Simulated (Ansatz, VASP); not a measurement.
## Mg: VASP beside Ansatz

```xyz
1
Lattice="-1.7303 1.7303 1.7303 1.7303 -1.7303 1.7303 1.7303 1.7303 -1.7303" Properties=species:S:1:pos:R:3 pbc="T T T"
Mg    0.0000    0.0000    0.0000
```

Alike in both runs: task single point; functional LDA; k mesh 14 × 14 × 14; occupations fermi-dirac, width 0.1 eV; no spin polarisation.

```csv
,VASP,Ansatz
version,VASP 6.6.1,Ansatz 0.2.0
potentials or method,"VASP PAW LDA potentials, release 64 (Mg), cutoff 520 eV","plane waves (420 eV) with PAW, scalar-relativistic"
valence electrons in the cell,2,10
```

Ansatz gave:

```
pressure (GPa) : 1.8
```

Task: Which values does VASP return?

Result: Pressure (GPa): 1.4.

Ansatz warns that its potentials were made for another functional, while VASP's fit it. LDA's correlation is that of Perdew and Zunger in VASP and of Perdew and Wang (1992) in Ansatz. VASP's potentials hold 2 valence electrons a cell and Ansatz's 10, so a difference there can come from the potentials and not from the codes.
